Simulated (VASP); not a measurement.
WS2, 9 atoms in the cell. It takes space group R3m (No. 160, trigonal). Conventional cell: a = 3.147 Å, b = 3.147 Å, c = 19.155 Å, α = 90.00°, β = 90.00°, γ = 120.00°. Within 3.2 Å of W (site symmetry 3m) lie 6 S at 2.40 Å and 6 W at 3.15 Å. S (site symmetry 3m) has 3 W at 2.40 Å and 7 S at 3.13 to 3.15 Å within 3.2 Å. Within 3.2 Å of S (site symmetry 3m) lie 3 W at 2.40 Å and 7 S at 3.13 to 3.15 Å. 

| Quantity | Value |
| --- | --- |
| Program | VASP 6.6.1 |
| Task | single point |
| Functional | PBEsol |
| Potentials or basis | VASP PAW PBE potentials, release 64 (W_sv, S) |
| Cutoff | 520 eV |
| k mesh | 12 × 12 × 2 |
| Occupations | gaussian, width 0.02 eV |
| Spin | no spin polarisation |
| Dipole correction | no |
| Further INCAR settings | ALGO = Normal; EDIFF = 1e-07; NBANDS = 49 |

Potentials or basis: VASP PAW PBE potentials, release 64 (W_sv, S).

Command:

```bash
$ cat potpaw_PBE.64/W_sv/POTCAR potpaw_PBE.64/S/POTCAR > POTCAR
$ mpirun -np 1 vasp_std > vasp.out
```

Hardware: 1 thread of Intel(R) Xeon(R) Platinum 8488C (Sapphire Rapids) (shared host).

Q: Estimate the wall time of this run.

A: It took 3.3 min on 1 thread of Intel(R) Xeon(R) Platinum 8488C (Sapphire Rapids), on a shared host, peak memory 0.39 GiB. Counts: scf iterations 17, k points 38.
